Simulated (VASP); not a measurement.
Runs of VASP 6.6.1 on As. The structure is that of space group Fd-3m (No. 227), or close to it. The cells are those of the table. 

| level | cell | k mesh | smearing | gap on the mesh (eV) | pressure (GPa) |
| --- | --- | --- | --- | --- | --- |
| r2SCAN | a = 4.293 Å, angles 60.0°, 2 atoms | 10 × 10 × 10 | fermi-dirac 0.1 eV | none | -0.3 |
| r2SCAN | a = 4.379 Å, angles 60.0°, 2 atoms | 10 × 10 × 10 | fermi-dirac 0.1 eV | none | -2.9 |
| PBE | a = 4.234 Å, angles 60.0°, 2 atoms | 31 × 31 × 31 | fermi-dirac 0.0612256 eV | none | 3.3 |
| r2SCAN | a = 4.204 Å, angles 60.0°, 2 atoms | 10 × 10 × 10 | fermi-dirac 0.1 eV | none | 3.3 |
| r2SCAN | a = 4.336 Å, angles 60.0°, 2 atoms | 10 × 10 × 10 | fermi-dirac 0.1 eV | none | -1.7 |
| r2SCAN | a = 4.249 Å, angles 60.0°, 2 atoms | 10 × 10 × 10 | fermi-dirac 0.1 eV | none | (a) |

Alike in all rows: task single point; potentials or basis VASP PAW PBE potentials, release 64 (As); no spin polarisation; cutoff (eV) 520.

**Question.** Estimate the missing entries.

**Answer.** (a) 1.4.

Caveats: the PAW data sets were made with another functional, which shifts forces and pressure a little (some runs).

A k mesh can miss the band edges, and the runs leave out spin-orbit coupling on As.

A gap of «none» marks levels without a gap at the run's occupations.
